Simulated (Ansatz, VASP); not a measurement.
## C: VASP beside Ansatz

```
C
1.0
    -1.17113    1.17113    1.17113
     1.17113   -1.17113    1.17113
     1.17113    1.17113   -1.17113
C
1
Direct
  0.00000 0.00000 0.00000
```

Alike in both runs: task single point; functional PBE; k mesh 21 × 21 × 21; occupations fermi-dirac, width 0.1 eV; no spin polarisation.

|  | VASP | Ansatz |
| --- | --- | --- |
| version | VASP 6.6.1 | Ansatz 0.2.0 |
| potentials or method | VASP PAW PBE potentials, release 64 (C), cutoff 520 eV | plane waves (420 eV) with PAW, scalar-relativistic |
| valence electrons in the cell | 4 | 4 |

|  | VASP | Ansatz | Ansatz less VASP |
| --- | --- | --- | --- |
| pressure (GPa) | 7.9 | 7.8 | -0.17 |

The functional is the same, so the differences come from potentials, cutoffs and numerics.
